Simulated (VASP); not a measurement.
Sm3O: relaxation of cell and atoms with PBE

Sm3O:

```
CELL_PARAMETERS angstrom
-2.50435 2.50435 4.88016
2.50435 -2.50435 4.88016
2.50435 2.50435 -4.88016
ATOMIC_POSITIONS crystal
Sm 0.75000 0.25000 0.50000
Sm 0.25000 0.75000 0.50000
Sm 0.50000 0.50000 0.00000
O 0.00000 0.00000 0.00000
```

The cell was generated, and may not be a known phase.

| Item | Value |
| --- | --- |
| Program | VASP 6.6.1 |
| Task | relaxation of cell and atoms |
| Functional | PBE |
| Potentials or basis | VASP PAW PBE potentials, release 64 (Sm_3, O), 4f in core |
| Cutoff | 600 eV |
| k mesh | 6 × 6 × 6 |
| Occupations | gaussian, width 0.1 eV |
| Spin | no spin polarisation |
| Dipole correction | no |
| Further INCAR settings | ALGO = Normal; EDIFF = 1e-07; IBRION = 2; EDIFFG = -0.04; NSW = 90; ISIF = 3 |

```
Relaxed volume                        : 25.96 Å³/atom
Relaxed cell                          : a = 7.046 Å, b = 7.046 Å, c = 7.046 Å, α = 146.91°, β = 146.91°, γ = 47.50°
Space group after relaxing (to 0.1 Å) : I4/mmm (No. 139)
Energy gained by relaxing             : 283.8 meV/atom
Ionic steps                           : 13
Pressure after relaxing               : 0.1 GPa
```

Step by step:
```tsv
step	energy change (eV)	largest force (eV/Å)	pressure (GPa)	volume (Å³)
1	0.0000	0.0000	-5.46	122.43
2	-0.5667	0.0000	-2.22	104.77
3	-0.6719	0.0000	0.71	96.56
4	-0.6733	0.0000	1.18	95.54
5	-0.7712	0.0000	1.27	95.74
6	-0.8838	0.0000	1.86	95.57
7	-0.9574	0.0000	5.45	92.72
8	-1.0359	0.0000	4.03	95.63
9	-1.0669	0.0000	1.73	101.77
10	-1.0750	0.0000	2.42	99.81
11	-1.1078	0.0000	1.59	101.08
12	-1.1344	0.0000	0.35	103.38
13	-1.1354	0.0000	0.13	103.85
```

Final structure:
```yaml
crystal:
  lattice:
    - [-2.00648, 2.00648, 6.44896]
    - [2.00648, -2.00648, 6.44896]
    - [2.00648, 2.00648, -6.44896]
  atoms:
    - { symbol: Sm, position: [0.75000, 0.25000, 0.50000] }
    - { symbol: Sm, position: [0.25000, 0.75000, 0.50000] }
    - { symbol: Sm, position: [0.50000, 0.50000, 0.00000] }
    - { symbol: O, position: [0.00000, 0.00000, 0.00000] }
```

Levels at points of the mesh, in eV from the Fermi level:
| k point | band 16 | band 17 | band 18 | band 19 | band 20 | band 21 | band 22 | band 23 |
| --- | --- | --- | --- | --- | --- | --- | --- | --- |
| (0.00, 0.00, 0.00) | -2.84 | -2.84 | -2.79 | -1.41 | -1.18 | -0.06 | 0.55 | 0.55 |
| (0.50, 0.00, 0.00) | -3.38 | -1.12 | -0.11 | 0.34 | 0.56 | 0.93 | 1.30 | 1.39 |
| (0.50, 0.50, 0.00) | -3.03 | -2.09 | -0.99 | -0.82 | -0.11 | 0.15 | 0.58 | 1.55 |
| (0.50, 0.50, 0.50) | -2.80 | -2.80 | -1.96 | -1.41 | -0.65 | -0.37 | -0.21 | -0.21 |

Run time: 17 min on 1 thread of Intel(R) Xeon(R) Platinum 8488C (Sapphire Rapids), on a shared host, peak memory 0.42 GiB.

Caveat: the volume moved by over 15 % at a fixed basis, so the end points are rough; the highest band is partly filled, so the run has too few bands; spin-orbit coupling is left out, which moves the levels of the heavy elements; the 4f electrons are frozen in the core, so they carry no moment and show no levels; the run has no spin polarisation, though such a crystal can be magnetic. Spin polarisation is off, so any magnetic state and its effect on volume and gap are missing.
